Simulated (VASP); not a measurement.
# Sb in VASP: a series of runs, part 2 of 2

VASP 6.6.1.

## (3) Single point, r2SCAN (strain -0.080 along x and y, -0.040 along z)

POSCAR reads:

```
Sb
1.0
    2.9072000000      0.0000000000      0.0000000000
    0.0000000000      2.9072000000      0.0000000000
    0.0000000000      0.0000000000      3.0336000000
Sb
1
Direct
    0.0000000000      0.0000000000      0.0000000000
```

INCAR.step1 reads:

```
PREC     = Accurate       # precision mode
ENCUT    = 520            # plane-wave cutoff, eV
ISMEAR   = 0              # smearing method
SIGMA    = 0.15           # smearing width, eV
LREAL    = F              # projectors in reciprocal space
LASPH    = T              # aspherical terms in the spheres
NELM     = 100            # most SCF steps
NBANDS   = 8              # bands
GGA      = PE             # functional
ALGO     = Normal         # electronic algorithm
EDIFF    = 1E-4           # SCF threshold, eV
LWAVE    = T              # write WAVECAR
LCHARG   = F              # write CHGCAR
```

INCAR.step2 reads:

```
PREC     = Accurate       # precision mode
ENCUT    = 520            # plane-wave cutoff, eV
EDIFF    = 1E-7           # SCF threshold, eV
ISMEAR   = 0              # smearing method
SIGMA    = 0.15           # smearing width, eV
LREAL    = F              # projectors in reciprocal space
LASPH    = T              # aspherical terms in the spheres
NELM     = 100            # most SCF steps
ALGO     = Normal         # electronic algorithm
ISIF     = 2              # what is computed and relaxed
LWAVE    = F              # write WAVECAR
LCHARG   = F              # write CHGCAR
METAGGA  = R2SCAN         # meta-GGA
LMIXTAU  = T            
NBANDS   = 8              # bands
ISTART   = 1
```

KPOINTS reads:

```
regular mesh
0
Gamma
  16 16 16
```

Potentials or basis: VASP PAW PBE potentials, release 64 (Sb).

Started as:

```
$ cat potpaw_PBE.64/Sb/POTCAR > POTCAR
$ cp INCAR.step1 INCAR
$ mpirun -np 1 vasp_std > vasp.out
$ cp INCAR.step2 INCAR
$ mpirun -np 1 vasp_std > vasp.out
```

OUTCAR:

```text
PREC = Accurate
   ENCUT = 520
   EDIFF = 1E-7
   ISMEAR = 0
   LREAL = F
   LASPH = T
   NELM = 100
   ISIF = 2
   METAGGA = R2SCAN
   ISTART = 1

 ion  position               nearest neighbor table
   1  0.000  0.000  0.000-

  LATTYP: Found a simple tetragonal cell.
 ALAT       =     2.9072000000
 C/A-ratio  =     1.0434782609

  Lattice vectors:

 A1 = (   2.9072000000,   0.0000000000,   0.0000000000)
 A2 = (   0.0000000000,   2.9072000000,   0.0000000000)
 A3 = (   0.0000000000,   0.0000000000,   3.0336000000)

Analysis of symmetry for initial positions (statically):
=====================================================================
 Subroutine PRICEL returns:
 Original cell was already a primitive cell.

 Routine SETGRP: Setting up the symmetry group for a
 simple tetragonal supercell.

 Subroutine GETGRP returns: Found 16 space group operations
 (whereof 16 operations were pure point group operations)
 out of a pool of 16 trial point group operations.

[... 155 lines left out ...]
  ext. energy  EPLUGINS =         0.00000000
  ---------------------------------------------------
  free energy    TOTEN  =       -25.50103269 eV

  energy without entropy =      -25.49545336  energy(sigma->0) =      -25.49824302

 E-fermi :   9.1693     XC(G=0): -10.8000

 val. band max:        9.1670523434   @ k =   0.4375   0.4375   0.3750
 cond. band min:       9.1704280310   @ k =   0.1875   0.1875   0.1250
 fundamental gap:      0.0033756877
 Fermi energy:         9.1692987548

 k-point     1 :       0.0000    0.0000    0.0000
  band No.  band energies     occupation
      1      -5.1825      2.00000
      2      12.0236      0.00000
      3      13.4621      0.00000
      4      13.4621      0.00000
      5      16.0640      0.00000
      6      16.8557      0.00000
      7      19.4841      0.00000
      8      28.2330      0.00000
[... 243 lines left out ...]
 k-point    24 :       0.5000    0.1250    0.0000
  band No.  band energies     occupation
      1      -1.4635      2.00000
      2       2.3281      2.00000
      3      13.6766      0.00000
      4      15.2105      0.00000
      5      17.9718      0.00000
      6      19.9221      0.00000
      7      20.7605      0.00000
      8      21.0044      0.00000

 [... further k-points ...]
[... 5 lines left out ...]
  --------------------------------------------------------------------------------------
  -------------------------------------------------------------------------------------
  Total        2.4015246      2.4015246      0.8670116      0.0000000     -0.0000000      0.0000000
  in kB      150.0684783    150.0684783     54.1785467      0.0000000     -0.0000000      0.0000000
  external PRESSURE =     118.1051678 kB  Pullay stress =       0.0000000 kB

 VOLUME and BASIS-vectors are now :
 -----------------------------------------------------------------------------
  energy-cutoff  :      520.00
  volume of cell :       25.64
      direct lattice vectors                 reciprocal lattice vectors
     2.907200000  0.000000000  0.000000000     0.343973583  0.000000000  0.000000000
     0.000000000  2.907200000  0.000000000     0.000000000  0.343973583  0.000000000
     0.000000000  0.000000000  3.033600000     0.000000000  0.000000000  0.329641350

 POSITION                                       TOTAL-FORCE (eV/Angst)
 -----------------------------------------------------------------------------------
      0.00000      0.00000      0.00000         0.000000      0.000000      0.000000
 -----------------------------------------------------------------------------------
    total drift:                                0.000000     -0.000000      0.000000

  FREE ENERGIE OF THE ION-ELECTRON SYSTEM (eV)
  ---------------------------------------------------
  free  energy   TOTEN  =       -25.5010326932 eV

  energy  without entropy=      -25.4954533560  energy(sigma->0) =      -25.49824302
```

OUTCAR.step1:

```text
PREC = Accurate
   ENCUT = 520
   ISMEAR = 0
   LREAL = F
   LASPH = T
[... 481 lines left out ...]

 POSITION                                       TOTAL-FORCE (eV/Angst)
 -----------------------------------------------------------------------------------
      0.00000      0.00000      0.00000         0.000000      0.000000      0.000000
 -----------------------------------------------------------------------------------
    total drift:                                0.000000      0.000000      0.000000

  FREE ENERGIE OF THE ION-ELECTRON SYSTEM (eV)
  ---------------------------------------------------
  free  energy   TOTEN  =        -3.9229550304 eV

  energy  without entropy=       -3.9174640427  energy(sigma->0) =       -3.92020954
```

OSZICAR.step1:

```text
N       E                     dE             d eps       ncg     rms          rms(c)
DAV:   1     0.598535377894E+01    0.59854E+01   -0.16892E+03  6552   0.409E+02
DAV:   2    -0.381658180506E+01   -0.98019E+01   -0.94614E+01  9312   0.548E+01
DAV:   3    -0.392254439004E+01   -0.10596E+00   -0.10579E+00  7688   0.654E+00
DAV:   4    -0.392298128025E+01   -0.43689E-03   -0.43689E-03  9760   0.499E-01
DAV:   5    -0.392298258797E+01   -0.13077E-05   -0.13081E-05  8048   0.172E-02    0.257E+00
DAV:   6    -0.392260317686E+01    0.37941E-03   -0.82489E-04  8680   0.202E-01    0.157E+00
DAV:   7    -0.392292360794E+01   -0.32043E-03   -0.18719E-03  7800   0.314E-01    0.610E-02
DAV:   8    -0.392295503035E+01   -0.31422E-04   -0.71471E-05  7720   0.509E-02
   1 F= -.39229550E+01 E0= -.39202095E+01  d E =-.549099E-02
```

Run time: 3.4 min. Hardware: 1 thread of Intel Xeon 8259CL, shared host; peak memory 0.21 GiB.

What came out:

```
Free energy            : -25.5010 eV
Pressure               : 11.8 GPa
Band gap on the k mesh : zero (an odd number of electrons rules out a gap without spin polarisation)
```

Caveat: the cell differs from its parent crystal (strain -0.080 along x and y, -0.040 along z); the cell stands under pressure; the PAW data sets were made with another functional, which shifts forces and pressure a little; spin-orbit coupling is left out, which moves the levels of the heavy elements.

## (4) Single point, r2SCAN (strain -0.040 along x and y, -0.080 along z)

POSCAR reads:

```
Sb
1.0
    3.0336000000      0.0000000000      0.0000000000
    0.0000000000      3.0336000000      0.0000000000
    0.0000000000      0.0000000000      2.9072000000
Sb
1
Direct
    0.0000000000      0.0000000000      0.0000000000
```

INCAR.step1 reads:

```
SYSTEM = Sb
  PREC = Accurate
  ENCUT = 520
  ISMEAR = 0
  SIGMA = 0.15
  LREAL = .FALSE.
  LASPH = .TRUE.
  NELM = 100
  NBANDS = 8
  GGA = PE
  ALGO = Normal
  EDIFF = 1E-4
  LWAVE = .TRUE.
  LCHARG = .FALSE.
```

INCAR.step2 reads:

```
SYSTEM = Sb
  PREC = Accurate
  ENCUT = 520
  EDIFF = 1E-6
  ISMEAR = 0
  SIGMA = 0.15
  LREAL = .FALSE.
  LASPH = .TRUE.
  NELM = 100
  ALGO = Normal
  ISIF = 2
  LWAVE = .FALSE.
  LCHARG = .FALSE.
  METAGGA = R2SCAN
  LMIXTAU = .TRUE.
  NBANDS = 8
  ISTART = 1
```

KPOINTS reads:

```
Automatic mesh
0
G
  16 16 16
  0 0 0
```

Started as:

```
$ cat potpaw_PBE.64/Sb/POTCAR > POTCAR
$ cp INCAR.step1 INCAR
$ mpirun -np 1 vasp_std > vasp.out
$ cp INCAR.step2 INCAR
$ mpirun -np 1 vasp_std > vasp.out
```

It took 2.5 min on 1 thread of Intel Xeon 8259CL, shared host; peak memory 0.21 GiB.

It converged, with:

```yaml
Free_energy: -25.5698 eV
Pressure: 7.6 GPa
Band_gap_on_the_k_mesh: zero (an odd number of electrons rules out a gap without spin polarisation)
```

Stress tensor (GPa, compression positive):
```
 5.26  0.00  0.00
 0.00  5.26  0.00
 0.00  0.00 12.42
```

Levels at points of the mesh, in eV from the Fermi level:
```
           k point  band 1  band 2  band 3  band 4  band 5  band 6  band 7
(0.00, 0.00, 0.00)  -13.94    3.23    3.23    4.68    7.01    7.46   10.07
(0.50, 0.00, 0.00)  -11.14   -6.68    5.57    7.08    9.54   11.55   11.91
(0.50, 0.50, 0.00)   -8.10   -4.45   -4.45    1.94    9.65   14.63   14.96
(0.00, 0.00, 0.50)  -10.48   -6.79    6.14    6.14    9.64   11.17   11.91
(0.50, 0.00, 0.50)   -7.36   -4.62   -3.97    2.07    8.67   13.87   13.93
(0.50, 0.50, 0.50)   -3.71   -2.54   -1.82   -1.82    4.86    4.86    5.22
```

Caveat: the cell differs from its parent crystal (strain -0.040 along x and y, -0.080 along z); the cell stands under pressure; the PAW data sets were made with another functional, which shifts forces and pressure a little; spin-orbit coupling is left out, which moves the levels of the heavy elements.

## (5) Summary

| cell | gap on the mesh (eV) | pressure (GPa) |
| --- | --- | --- |
| a = 3.413 Å, 1 atom | none | -9.1 |
| a = 2.907, b = 2.907, c = 3.034 Å, 1 atom | none | 11.8 |
| a = 3.034, b = 3.034, c = 2.907 Å, 1 atom | none | 7.6 |

Alike in all rows: task single point; level r2SCAN; potentials or basis VASP PAW PBE potentials, release 64 (Sb); no spin polarisation; k mesh 16 × 16 × 16; cutoff (eV) 520; smearing gaussian 0.15 eV.

Caveats: the PAW data sets were made with another functional, which shifts forces and pressure a little; spin-orbit coupling is left out, which moves the levels of the heavy elements; the cell stands under pressure (at least some runs); the cell stands under tension (at least some runs).

Total energies depend on the potentials used, so only differences within one code and one set of settings carry meaning.
